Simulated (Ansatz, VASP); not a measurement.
Two plane-wave programs on HgTe

File INCAR:

```
  PREC = Accurate
  ENCUT = 520
  EDIFF = 1E-8
  ISMEAR = -1
  SIGMA = 0.03
  LREAL = F
  LASPH = T
  NELM = 60
  ALGO = Normal
  ISIF = 2
  LWAVE = F
  LCHARG = F
  GGA = PE
  LEFG = T
  NBANDS = 16
```

The input KPOINTS:

```
regular mesh
0
Gamma
  11 11 11
```

File POSCAR:

```
HgTe
1.0
    0.0000000000      3.2448483043      3.2448483043
    3.2448483043      0.0000000000      3.2448483043
    3.2448483043      3.2448483043      0.0000000000
Hg Te
1 1
Direct
    0.0000000000      0.0000000000      0.0000000000
    0.7500000000      0.7500000000      0.7500000000
```

Input for Ansatz:

```yaml
crystal:
  lattice:
    - [0.0, 3.2448483043, 3.2448483043]
    - [3.2448483043, 0.0, 3.2448483043]
    - [3.2448483043, 3.2448483043, 0.0]
  atoms:
    - { symbol: Hg, position: [0.0, 0.0, 0.0] }
    - { symbol: Te, position: [0.75, 0.75, 0.75] }
kpoints:
  mp_grid: { grid: [11, 11, 11] }
scf:
  occupations: { method: fermi_dirac, width: 0.03 }
hamiltonian:
  xc: pbe
  pseudopotentials: { kind: paw }
output:
  forces: true
  stress: true
  eigenvalues: true
  efg: { contact_densities: true }
```

Change from the starting cell: volume scaled by 1.02, PAW files.

Alike in both runs: task electric field gradients; functional PBE; k mesh 11 × 11 × 11; occupations fermi-dirac, width 0.03 eV; no spin polarisation.

|  | VASP | Ansatz |
| --- | --- | --- |
| version | VASP 6.6.1 | Ansatz 0.2.0 |
| potentials or method | VASP PAW PBE potentials, release 64 (Hg, Te) | PAW with Ansatz's default frozen-core files, scalar-relativistic |
| plane-wave cutoff (eV) | 520 | 420 |
| valence electrons in the cell | 18 | 36 |

```csv
,VASP,Ansatz,Ansatz less VASP
pressure (GPa),3.1,3.0,-0.07
```

VASP's potentials hold 18 valence electrons a cell and Ansatz's 36, so a difference there can come from the potentials and not from the codes.

Spin-orbit coupling is off throughout.
